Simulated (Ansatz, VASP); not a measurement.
## SnS2: VASP beside Ansatz

File POSCAR:

```
SnS2
1.0
    3.7339699027      0.0000000000      0.0000000000
   -1.8669849513      3.2337127927      0.0000000000
    0.0000000000      0.0000000000      5.8589330642
Sn S
1 2
Direct
    0.0000000000      0.0000000000      0.0000000000
    0.3333333333      0.6666666667      0.2455905360
    0.6666666667      0.3333333333      0.7544094640
```

File INCAR.step1:

```
PREC = Accurate
ENCUT = 400
EDIFF = 1E-5
ISMEAR = 0
SIGMA = 0.01
LREAL = F
LASPH = T
NELM = 120
ALGO = Normal
ISIF = 2
LWAVE = T
LCHARG = F
NBANDS = 20
GGA = PE
GGA_COMPAT = F
KPAR = 4
```

The input INCAR.step2:

```
PREC = Accurate
ENCUT = 400
EDIFF = 1E-6
ISMEAR = 0
SIGMA = 0.01
LREAL = F
LASPH = T
NELM = 120
ALGO = Normal
ISIF = 2
LWAVE = F
LCHARG = F
GGA = PE
LHFCALC = T
HFSCREEN = 0.2079
PRECFOCK = Normal
NBANDS = 20
ISTART = 1
GGA_COMPAT = F
KPAR = 4
```

KPOINTS

```
Automatic mesh
0
Gamma
  6 6 4
```

Input for Ansatz:

```yaml
crystal:
  lattice:
    - [3.7339699027, 0.0, 0.0]
    - [-1.8669849513, 3.2337127927, 0.0]
    - [0.0, 0.0, 5.8589330642]
  atoms:
    - { symbol: Sn, position: [0.0, 0.0, 0.0] }
    - { symbol: S, position: [0.3333333333, 0.6666666667, 0.245590536] }
    - { symbol: S, position: [0.6666666667, 0.3333333333, 0.754409464] }
kpoints:
  mp_grid: { grid: [6, 6, 4] }
  band_path:
    path:
      - [0.0, 0.0, 0.0]
      - [0.5, 0.0, 0.0]
      - [0.3333333333, 0.3333333333, 0.0]
      - [0.0, 0.0, 0.5]
      - [0.5, 0.0, 0.5]
      - [0.3333333333, 0.3333333333, 0.5]
      - [0.0, -0.5, 0.25]
      - [0.0, 0.453125, 0.302083]
    npoints: 1
hamiltonian:
  xc: hse06
scf:
  occupations: { method: fixed }
  n_extra_bands: 4
output:
  forces: true
  stress: true
  eigenvalues: true
```

Change from the starting cell: epitaxial_xy strain +2.0%.

Alike in both runs: task single point; functional HSE06; k mesh 6 × 6 × 4; no spin polarisation.

|  | VASP | Ansatz |
| --- | --- | --- |
| version | VASP 6.6.1 | Ansatz 0.2.0 |
| potentials or method | VASP PAW PBE potentials, release 64 (Sn_d, S) | plane waves, PAW |
| plane-wave cutoff (eV) | 400 | 420 |
| occupations | gaussian, width 0.01 eV | fixed |
| valence electrons in the cell | 26 | 26 |

|  | VASP | Ansatz | Ansatz less VASP |
| --- | --- | --- | --- |
| gap on the k mesh at the Fermi level (eV) | 2.13 | 2.12 | -0.009 |
| pressure (GPa) | -2.3 | -2.1 | +0.17 |
| traceless stress, the component that is largest in VASP (GPa) | 2.06 | 2.03 | -0.026 |
| rms of the force components (eV/Å) | 0.132 | 0.127 | -0.0042 |

Atom by atom the forces differ by 0.004 eV/Å (rms over components). Ansatz's warnings: stress exchange threshold loose, stress scf threshold loose.
